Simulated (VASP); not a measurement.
Wanted: the native input for a VASP 6.6.1 run.

```yaml
Task: single point
Functional: PBE
Potentials_or_basis: VASP PAW PBE potentials, release 64 (Rh_pv, H)
Cutoff: 520 eV
k_mesh: 6 × 6 × 1
Occupations: gaussian, width 0.1 eV
Spin: no spin polarisation
Dipole_correction: yes
Further_INCAR_settings: ALGO = Normal; EDIFF = 1e-06; NBANDS = 104
```

The structure of HRh6 lies in POSCAR:

```
HRh6
1.0
    5.4165863251      0.0000000000      0.0000000000
   -2.7082931626      4.6909013593      0.0000000000
    0.0000000000      0.0000000000     22.2966119230
Rh H
12 2
Direct
    0.3333333333      0.1666666667      0.1793994538
    0.3333333333      0.6666666667      0.1793994538
    0.8333333333      0.1666666667      0.1793994538
    0.8333333333      0.6666666667      0.1793994538
    0.1666666667      0.3333333333      0.2757769167
    0.1666666667      0.8333333333      0.2757769167
    0.6666666667      0.3333333333      0.2757769167
    0.6666666667      0.8333333333      0.2757769167
    0.0000000000      0.0000000000      0.3721019118
    0.0000000000      0.5000000000      0.3721019118
    0.5000000000      0.0000000000      0.3721019118
    0.5000000000      0.5000000000      0.3721019118
    0.1870590048      0.3741180096      0.5066515021
    0.3129409952      0.6258819904      0.5066515021
```

The input as run:

INCAR

```
PREC = Accurate ; ENCUT = 520
EDIFF = 1E-6 ; ISMEAR = 0
SIGMA = 0.1 ; LREAL = F
LASPH = T ; NELM = 60
ALGO = Normal ; ISIF = 2
LWAVE = F ; LCHARG = F
LDIPOL = T ; IDIPOL = 3
DIPOL = 0.5 0.5 0.309 ; GGA = PE
NBANDS = 104
```

KPOINTS

```
regular mesh
0
Gamma
  6 6 1
```

Potentials or basis: VASP PAW PBE potentials, release 64 (Rh_pv, H).

Launch:

```sh
$ cat potpaw_PBE.64/Rh_pv/POTCAR potpaw_PBE.64/H/POTCAR > POTCAR
$ mpirun -np 1 vasp_std > vasp.out
```

Results of the run:

| Property | Result |
| --- | --- |
| Largest force | 4.500 eV/Å |
| Band gap on the k mesh | zero (bands 91 and 92 overlap by 0.75 eV) |

Run time: 24 min on 1 thread of AMD EPYC 9R45 96-Core Processor (Zen 5), on a shared host, peak memory 0.87 GiB.
